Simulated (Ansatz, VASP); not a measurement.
**RbCl: VASP beside Ansatz**

Contents of INCAR:

```
SYSTEM = RbCl
PREC = Accurate
ENCUT = 500
EDIFF = 1E-6
ISMEAR = 0
SIGMA = 0.01
LREAL = .False.
LASPH = .True.
NELM = 120
ALGO = Normal
ISIF = 2
LWAVE = .False.
LCHARG = .False.
NBANDS = 15
GGA_COMPAT = .False.
```

File KPOINTS:

```
regular mesh
0
Gamma
  6 6 6
  0 0 0
```

The input POSCAR:

```
RbCl
1.0
    0.0000000000      3.1885419031      3.1885419031
    3.1885419031      0.0000000000      3.1885419031
    3.1885419031      3.1885419031      0.0000000000
Rb Cl
1 1
Direct
    0.0000000000      0.0000000000      0.0000000000
    0.5000000000      0.5000000000      0.5000000000
```

Input for Ansatz:

```yaml
crystal:
  lattice:
    - [0.0, 3.18854190311, 3.18854190311]
    - [3.18854190311, 0.0, 3.18854190311]
    - [3.18854190311, 3.18854190311, 0.0]
  atoms:
    - { symbol: Rb, position: [0.0, 0.0, 0.0] }
    - { symbol: Cl, position: [0.5, 0.5, 0.5] }
kpoints:
  mp_grid: { grid: [6, 6, 6] }
scf:
  occupations: { method: fixed }
hamiltonian:
  xc: lda
  pseudopotentials: { kind: all_electron, lapw: { basis_error: 0.001 } }
output:
  forces: true
  stress: true
  eigenvalues: true
  eigenstates:
    nscf_kmesh: { grid: [10, 10, 10] }
    de_dk: true
    e_range: [-9, 14.84950598116]
  optics:
    e_range: [0, 20]
    de: 0.2
    sigma: 0.25
    bands: { spectra_wanted_up_to: 20 }
    nscf_kmesh: { grid: [10, 10, 10] }
checkpoint:
  write: ck
  write_wavefunctions: false
```

Alike in both runs: task single point; functional LDA; k mesh 6 × 6 × 6; no spin polarisation.

```csv
,VASP,Ansatz
version,VASP 6.6.1,Ansatz 0.2.0
potentials or method,"VASP PAW LDA potentials, release 64 (Rb_sv, Cl), cutoff 500 eV","all-electron LAPW, scalar-relativistic"
occupations,"gaussian, width 0.01 eV",fixed
```

```tsv
	VASP	Ansatz	Ansatz less VASP
gap on the k mesh at the Fermi level (eV)	4.86	4.85	-0.005
pressure (GPa)	0.0	0.0	-0.04
```

LDA's correlation is that of Perdew and Zunger in VASP and of Perdew and Wang (1992) in Ansatz. Ansatz ran all-electron here, and VASP with PAW potentials.
